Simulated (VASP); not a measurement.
Here is a VASP 6.6.1 calculation.

INCAR

```
SYSTEM = TaN
PREC     = Accurate       ! precision mode
ENCUT    = 520            ! plane-wave cutoff, eV
EDIFF    = 1E-7           ! SCF threshold, eV
ISMEAR   = 0              ! smearing method
SIGMA    = 0.15           ! smearing width, eV
LREAL    = .False.        ! projectors in reciprocal space
LASPH    = .True.         ! aspherical terms in the spheres
NELM     = 100            ! most SCF steps
ALGO     = Normal         ! electronic algorithm
ISIF     = 2              ! what is computed and relaxed
LWAVE    = .False.        ! write WAVECAR
LCHARG   = .True.         ! write CHGCAR
GGA      = PE             ! functional
LELF     = .True.         ! ELF
LVHAR    = .True.       
NBANDS   = 15             ! bands
```

File KPOINTS:

```
regular mesh
0
Gamma
  11 11 11
  0 0 0
```

POSCAR

```
TaN
1.0
    0.0000000000      2.1594563463      2.1594563463
    2.1594563463      0.0000000000      2.1594563463
    2.1594563463      2.1594563463      0.0000000000
Ta N
1 1
Direct
    0.5000000000      0.5000000000      0.5000000000
    0.0000000000      0.0000000000      0.0000000000
```

Potentials or basis: VASP PAW PBE potentials, release 64 (Ta_pv, N).

The run is started by

```bash
$ cat potpaw_PBE.64/Ta_pv/POTCAR potpaw_PBE.64/N/POTCAR > POTCAR
$ mpirun -np 1 vasp_std > vasp.out
```

**Question.** What does it give for the pressure?

**Answer.** 27.0 GPa.

**Question.** What does it give for the band gap on the k mesh?

**Answer.** Zero (band 8 reaches 11.99 eV, above the bottom of band 9 at 7.91 eV).

Caveat: spin-orbit coupling is left out, which moves the levels of the heavy elements.
